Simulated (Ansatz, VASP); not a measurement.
One calculation of MgBe2Te3, two programs

File INCAR:

```
ALGO = Normal
EDIFF = 1E-6
ENCUT = 520
GGA = PE
ISIF = 2
ISMEAR = -1
LASPH = T
LCHARG = F
LREAL = F
LWAVE = F
NBANDS = 21
NELM = 60
PREC = Accurate
SIGMA = 0.02
```

File KPOINTS:

```
k-points
0
Gamma
  12 12 4
```

Contents of POSCAR:

```
MgBe2Te3
1.0
    4.1616767904      0.0000000000      0.0000000000
   -2.0808383952      3.6041178228      0.0000000000
    0.0000000000      0.0000000000     10.4445297631
Be Mg Te
2 1 3
Direct
    0.0000000000      0.0000000000     -0.0118794103
    0.6666666667      0.3333333333      0.6809078845
    0.3333333333      0.6666666667      0.3386508357
    0.6666666667      0.3333333333      0.9146672969
    0.3333333333      0.6666666667      0.6060218565
    0.0000000000      0.0000000000      0.2216315366
```

Input for Ansatz:

```yaml
crystal:
  lattice:
    - [4.1616767904, 0.0, 0.0]
    - [-2.0808383952, 3.6041178228, 0.0]
    - [0.0, 0.0, 10.4445297631]
  atoms:
    - { symbol: Be, position: [0.0, 0.0, -0.0118794103] }
    - { symbol: Be, position: [0.6666666667, 0.3333333333, 0.6809078845] }
    - { symbol: Mg, position: [0.3333333333, 0.6666666667, 0.3386508357] }
    - { symbol: Te, position: [0.6666666667, 0.3333333333, 0.9146672969] }
    - { symbol: Te, position: [0.3333333333, 0.6666666667, 0.6060218565] }
    - { symbol: Te, position: [0.0, 0.0, 0.2216315366] }
kpoints:
  mp_grid: { grid: [12, 12, 4] }
  band_path:
    path:
      - [[0.0, 0.0, 0.0], [0.5, 5.44314046713e-17, -5.118712313873e-19], [0.3333333333333, 0.3333333333333, -6.434384784378e-19], [0.0, 0.0, 0.0], [-3.184485588729e-36, -6.960186955145e-36, 0.5], [0.5, 5.441575917687e-17, 0.5], [0.3333333333333, 0.3333333333333, 0.5], [-3.184485588729e-36, -6.960186955145e-36, 0.5]]
      - [[0.5, 5.441575917687e-17, 0.5], [0.5, 5.44314046713e-17, -5.118712313873e-19]]
      - [[0.3333333333333, 0.3333333333333, 0.5], [0.3333333333333, 0.3333333333333, -6.434384784378e-19]]
    npoints: 10
hamiltonian:
  xc: pbe
scf:
  occupations: { method: fermi_dirac, width: 0.02 }
  n_extra_bands: 5
output:
  forces: true
  stress: true
  eigenvalues: true
```

Alike in both runs: task single point; functional PBE; k mesh 12 × 12 × 4; occupations fermi-dirac, width 0.02 eV; no spin polarisation.

|  | VASP | Ansatz |
| --- | --- | --- |
| version | VASP 6.6.1 | Ansatz 0.2.0 |
| potentials or method | VASP PAW PBE potentials, release 64 (Be, Mg, Te) | plane waves, PAW |
| plane-wave cutoff (eV) | 520 | 420 |
| valence electrons in the cell | 24 | 62 |

Ansatz gave:

- gap on the k mesh at the Fermi level (eV): 1.93
- pressure (GPa): 0.4
- traceless stress, the component that is largest in VASP (GPa): 0.16
- rms of the force components (eV/Å): 0.036

Problem. What did VASP give for the same quantities?

Solution. gap on the k mesh at the Fermi level (eV): 1.91; pressure (GPa): 0.5; traceless stress, the component that is largest in VASP (GPa): 0.16; rms of the force components (eV/Å): 0.034.

Atom by atom the forces differ by 0.004 eV/Å (rms over components). VASP's potentials hold 24 valence electrons a cell and Ansatz's 62, so a difference there can come from the potentials and not from the codes.

Neither program's run includes spin-orbit coupling.
